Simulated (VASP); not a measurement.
# Os (Fd-3m) in VASP: single point with PBE

Aim: the single point of Os with PBE.

Everything below comes from runs of VASP 6.6.1. Logs are shortened: lines on timing, memory, paths and dates and some standing lists are left out, and cuts for length are marked.

## (1) The cell of the first run

The structure is cubic, space group Fd-3m (No. 227). Conventional cell: a = 5.555 Å, b = 5.555 Å, c = 5.555 Å, α = 90.00°, β = 90.00°, γ = 90.00°. Within 3.2 Å of Os (site symmetry -43m) lie 4 Os at 2.41 Å.

This isn't the form of Os at room conditions, which is hcp.

## (2) Single point, PBE

INCAR reads:

```
SYSTEM = Os
PREC = Accurate
ENCUT = 500
EDIFF = 1E-6
ISMEAR = -1
SIGMA = 0.05
LREAL = .False.
LASPH = .True.
NELM = 120
ALGO = Normal
ISIF = 2
LWAVE = .False.
LCHARG = .True.
GGA = PE
LELF = .True.
LVHAR = .True.
NBANDS = 23
GGA_COMPAT = .False.
```

KPOINTS reads:

```
Automatic mesh
0
Gamma
  7 7 7
  0 0 0
```

POSCAR reads:

```
Os
1.0
    0.0000000000      2.7776647402      2.7776647402
    2.7776647402      0.0000000000      2.7776647402
    2.7776647402      2.7776647402      0.0000000000
Os
2
Direct
    0.0000000000      0.0000000000      0.0000000000
    0.2500000000      0.2500000000      0.2500000000
```

Potentials or basis: VASP PAW PBE potentials, release 64 (Os_sv_GW).

Command:

```sh
$ cat potpaw_PBE.64/Os_sv_GW/POTCAR > POTCAR
$ mpirun -np 1 vasp_std > vasp.out
```

OUTCAR:

```text
SYSTEM = Os
   PREC = Accurate
   ENCUT = 500
   EDIFF = 1E-6
   ISMEAR = -1
   LREAL = .False.
   LASPH = .True.
   NELM = 120
   ISIF = 2
   GGA = PE

 ion  position               nearest neighbor table
   1  0.000  0.000  0.000-   2 2.41   2 2.41   2 2.41   2 2.41
   2  0.250  0.250  0.250-   1 2.41   1 2.41   1 2.41   1 2.41

  LATTYP: Found a face centered cubic cell.
 ALAT       =     5.5553294804

  Lattice vectors:

 A1 = (   0.0000000000,   2.7776647402,   2.7776647402)
 A2 = (   2.7776647402,   0.0000000000,   2.7776647402)
 A3 = (   2.7776647402,   2.7776647402,   0.0000000000)

Analysis of symmetry for initial positions (statically):
=====================================================================
 Subroutine PRICEL returns:
 Original cell was already a primitive cell.

 Routine SETGRP: Setting up the symmetry group for a
 face centered cubic supercell.

 Subroutine GETGRP returns: Found 48 space group operations
 (whereof 24 operations were pure point group operations)
 out of a pool of 48 trial point group operations.

The static configuration has the point symmetry T_d .
 The point group associated with its full space group is O_h .

Analysis of symmetry for dynamics (positions and initial velocities):
=====================================================================
 Subroutine PRICEL returns:
 Original cell was already a primitive cell.

 Routine SETGRP: Setting up the symmetry group for a
 face centered cubic supercell.

 Subroutine GETGRP returns: Found 48 space group operations
 (whereof 24 operations were pure point group operations)
 out of a pool of 48 trial point group operations.

The dynamic configuration has the point symmetry T_d .
 The point group associated with its full space group is O_h .

 Subroutine INISYM returns: Found 48 space group operations
 (whereof 24 operations are pure point group operations),
 and found     1 'primitive' translations

----------------------------------------------------------------------------------------

                                     Primitive cell

  volume of cell :      42.8617

  direct lattice vectors                    reciprocal lattice vectors
     0.000000000  2.777664740  2.777664740    -0.180007325  0.180007325  0.180007325
     2.777664740  0.000000000  2.777664740     0.180007325 -0.180007325  0.180007325
     2.777664740  2.777664740  0.000000000     0.180007325  0.180007325 -0.180007325

  length of vectors
     3.928211147  3.928211147  3.928211147     0.311781833  0.311781833  0.311781833

  position of ions in fractional coordinates (direct lattice)
     0.000000000  0.000000000  0.000000000
     0.250000000  0.250000000  0.250000000

  ion indices of the primitive-cell ions
   primitive index   ion index
                 1           1
                 2           2

----------------------------------------------------------------------------------------

 KPOINTS: Automatic mesh

Automatic generation of k-mesh.
 Grid dimensions read from file:
 generate k-points for:    7    7    7

 Generating k-lattice:

  Cartesian coordinates                     Fractional coordinates (reciprocal lattice)
    -0.025715332  0.025715332  0.025715332     0.142857143  0.000000000  0.000000000
     0.025715332 -0.025715332  0.025715332     0.000000000  0.142857143  0.000000000
     0.025715332  0.025715332 -0.025715332     0.000000000  0.000000000  0.142857143

  Length of vectors
     0.044540262  0.044540262  0.044540262

  Shift w.r.t. Gamma in fractional coordinates (k-lattice)
     0.000000000  0.000000000  0.000000000

 Subroutine IBZKPT returns following result:
 ===========================================

 Found     20 irreducible k-points:

 Following reciprocal coordinates:
            Coordinates               Weight
  0.000000  0.000000  0.000000      1.000000
  0.142857  0.000000  0.000000      8.000000
  0.285714  0.000000  0.000000      8.000000
  0.428571  0.000000  0.000000      8.000000
  0.142857  0.142857  0.000000      6.000000
  0.285714  0.142857  0.000000     24.000000
[... 12 lines left out ...]
 -0.428571  0.428571  0.142857     24.000000
 -0.285714  0.428571  0.142857     24.000000
   k-points           NKPTS =     20   k-points in BZ     NKDIM =     20   number of bands    NBANDS=     23
   number of dos      NEDOS =    301   number of ions     NIONS =      2
   total plane-waves  NPLWV =  27000
   dimension x,y,z NGX =    30 NGY =   30 NGZ =   30
   dimension x,y,z NGXF=    60 NGYF=   60 NGZF=   60
   ions per type =               2
   NGX,Y,Z   is equivalent  to a cutoff of  12.70, 12.70, 12.70 a.u.
   NGXF,Y,Z  is equivalent  to a cutoff of  25.39, 25.39, 25.39 a.u.
 SYSTEM =  Os
   PREC   = accura    normal or accurate (medium, high low for compatibility)
   ISTART =      0    job   : 0-new  1-cont  2-samecut
   ICHARG =      2    charge: 1-file 2-atom 10-const
   ISPIN  =      1    spin polarized calculation?
   LNONCOLLINEAR =      F non collinear calculations
   LSORBIT =      F    spin-orbit coupling
   LASPH  =      T    aspherical Exc in radial PAW
   ENCUT  =  500.0 eV  36.75 Ry    6.06 a.u.   7.16  7.16  7.16*2*pi/ulx,y,z
   NELM   =    120;   NELMIN=  2; NELMDL= -5     # of ELM steps
   EDIFF  = 0.1E-05   stopping-criterion for ELM
   LREAL  =      F    real-space projection
   EDIFFG = 0.1E-04   stopping-criterion for IOM
   NSW    =      0    number of steps for IOM
   IBRION =     -1    ionic relax: 0-MD 1-quasi-New 2-CG
   NFREE  =      0    steps in history (QN), initial steepest desc. (CG)
   ISIF   =      2    stress and relaxation
   ISYM   =      2    0-nonsym 1-usesym 2-fastsym
   POTIM  = 0.5000    time-step for ionic-motion
   TEBEG  =    0.0;   TEEND  =   0.0 temperature during run
   PSTRESS=    0.0 pullay stress
   NELECT =      32.0000    total number of electrons
   NUPDOWN=      -1.0000    fix difference up-down
   EMIN   =  10.00;   EMAX   =-10.00  energy-range for DOS
   EFERMI =   0.00;   METHOD = LEGACY
   ISMEAR =    -1;   SIGMA  =   0.05  broadening in eV -4-tet -1-fermi 0-gaus
   EFERMI_NEDOS =   21; number of points for ismear=-14 and -15
   IALGO  =     38    algorithm
   IMIX   =      4    mixing-type and parameters
     AMIX     =   0.40;   BMIX     =  1.00
     AMIX_MAG =   1.60;   BMIX_MAG =  1.00
  volume/ion in A,a.u.               =      21.43       144.62
  Fermi-wavevector in a.u.,A,eV,Ry     =   1.485143  2.806514 30.009695  2.205650
  Thomas-Fermi vector in A             =   2.598592
   LORBIT       =      0    0 simple, 1 ext, 2 COOP (PROOUT), +10 PAW based schemes
   GGA     = PE    functional components
   LHFCALC =     F    Hartree Fock is set to
   AEXX    =    0.0000 exact exchange contribution
   IVDW    =     0    specifies the selected vdW correction
   LEPSILON=     F    determine dielectric tensor
   LRPA    =     F    only Hartree local field effects (RPA)
 non-spin polarized calculation
  energy-cutoff  :      500.00
  volume of cell :       42.86
 maximum number of plane-waves:      1096
 NGX is ok and might be reduce to    30
   NGX = 15   NGY = 15   NGZ = 15

 number of electron      31.9999998 magnetization

 Free energy of the ion-electron system (eV)
  ---------------------------------------------------
  ext. energy  EPLUGINS =         0.00000000
  ---------------------------------------------------
  free energy    TOTEN  =       -22.13399263 eV

  energy without entropy =      -22.12074855  energy(sigma->0) =      -22.12737059

 E-fermi :   7.1643     XC(G=0): -11.5915

 val. band max:        7.0935346050   @ k =  -0.1429   0.1429   0.0000
 cond. band min:       7.2040805937   @ k =   0.2857   0.1429   0.0000
 fundamental gap:      0.1105459887
 Fermi energy:         7.1643396115

 k-point     1 :       0.0000    0.0000    0.0000
  band No.  band energies     occupation
      1     -79.0851      2.00000
      2     -78.7982      2.00000
      3     -38.8016      2.00000
      4     -38.8016      2.00000
      5     -38.8016      2.00000
      6     -37.9458      2.00000
[... 15 lines left out ...]
     22      19.8129      0.00000
     23      19.8129      0.00000

 k-point     2 :       0.1429    0.0000    0.0000
  band No.  band energies     occupation
      1     -79.0752      2.00000
      2     -78.8086      2.00000
      3     -38.8193      2.00000
      4     -38.8193      2.00000
      5     -38.7952      2.00000
      6     -37.9537      2.00000
[... 15 lines left out ...]
     22      19.5455      0.00000
     23      19.5456      0.00000

 k-point     3 :       0.2857    0.0000    0.0000
  band No.  band energies     occupation
      1     -79.0483      2.00000
      2     -78.8366      2.00000
      3     -38.8579      2.00000
      4     -38.8579      2.00000
      5     -38.7855      2.00000
      6     -37.9681      2.00000
[... 15 lines left out ...]
     22      18.0510      0.00000
     23      18.0510      0.00000

 k-point     4 :       0.4286    0.0000    0.0000
  band No.  band energies     occupation
      1     -79.0196      2.00000
      2     -78.8659      2.00000
      3     -38.8864      2.00000
      4     -38.8864      2.00000
      5     -38.7766      2.00000
      6     -37.9805      2.00000
[... 15 lines left out ...]
     22      17.0623      0.00000
     23      17.0623      0.00000

 k-point     5 :       0.1429    0.1429    0.0000
  band No.  band energies     occupation
      1     -79.0715      2.00000
      2     -78.8125      2.00000
      3     -38.8401      2.00000
      4     -38.8401      2.00000
      5     -38.7600      2.00000
      6     -37.9918      2.00000
[... 330 lines left out ...]
 k-point    18 :      -0.4286    0.2857    0.1429
  band No.  band energies     occupation
      1     -78.9937      2.00000
      2     -78.8922      2.00000
      3     -38.9754      2.00000
      4     -38.9290      2.00000
      5     -38.5917      2.00000
      6     -38.1648      2.00000
[... 15 lines left out ...]
     22      14.2000      0.00000
     23      18.8000      0.00000

 k-point    19 :      -0.4286    0.4286    0.1429
  band No.  band energies     occupation
      1     -78.9719      2.00000
      2     -78.9142      2.00000
      3     -38.9810      2.00000
      4     -38.9665      2.00000
      5     -38.4797      2.00000
      6     -38.2814      2.00000
[... 15 lines left out ...]
     22      12.0857      0.00000
     23      19.1406      0.00000

 k-point    20 :      -0.2857    0.4286    0.1429
  band No.  band energies     occupation
      1     -78.9629      2.00000
      2     -78.9232      2.00000
      3     -38.9924      2.00000
      4     -38.9607      2.00000
      5     -38.4687      2.00000
      6     -38.2893      2.00000
[... 15 lines left out ...]
     22      12.3683      0.00000
     23      19.7516      0.00000

------------------------ aborting loop because EDIFF is reached ----------------------------------------

  FORCE on cell =-STRESS in cart. coord.  units (eV):
  Direction    XX          YY          ZZ          XY          YZ          ZX
  --------------------------------------------------------------------------------------
  -------------------------------------------------------------------------------------
  Total       -0.4186651     -0.4186651     -0.4186651      0.0000000      0.0000000     -0.0000000
  in kB      -15.6497656    -15.6497656    -15.6497656      0.0000000      0.0000000     -0.0000000
  external PRESSURE =     -15.6497656 kB  Pullay stress =       0.0000000 kB

 VOLUME and BASIS-vectors are now :
 -----------------------------------------------------------------------------
  energy-cutoff  :      500.00
  volume of cell :       42.86
      direct lattice vectors                 reciprocal lattice vectors
     0.000000000  2.777664740  2.777664740    -0.180007325  0.180007325  0.180007325
     2.777664740  0.000000000  2.777664740     0.180007325 -0.180007325  0.180007325
     2.777664740  2.777664740  0.000000000     0.180007325  0.180007325 -0.180007325

 POSITION                                       TOTAL-FORCE (eV/Angst)
 -----------------------------------------------------------------------------------
      0.00000      0.00000      0.00000        -0.000000     -0.000000     -0.000000
      1.38883      1.38883      1.38883         0.000000      0.000000      0.000000
 -----------------------------------------------------------------------------------
    total drift:                                0.000000     -0.000000      0.000000

  FREE ENERGIE OF THE ION-ELECTRON SYSTEM (eV)
  ---------------------------------------------------
  free  energy   TOTEN  =       -22.1339926260 eV

  energy  without entropy=      -22.1207485525  energy(sigma->0) =      -22.12737059
```

It took 33 s on 1 thread of AMD EPYC 7R43 (Zen 3), shared host; peak memory 0.13 GiB.

What came out:

```
Free energy            : -22.1340 eV
Pressure               : -1.6 GPa
Band gap on the k mesh : zero (bands 16 and 17 overlap by 1.00 eV)
```

Levels at points of the mesh, in eV from the Fermi level:
| k point | band 12 | band 13 | band 14 | band 15 | band 16 | band 17 | band 18 | band 19 | band 20 | band 21 |
| --- | --- | --- | --- | --- | --- | --- | --- | --- | --- | --- |
| (0.00, 0.00, 0.00) | -3.49 | -3.49 | -3.49 | -0.49 | -0.49 | -0.49 | 2.58 | 2.58 | 11.16 | 11.20 |

Caveat: spin-orbit coupling is left out, which moves the levels of the heavy elements.
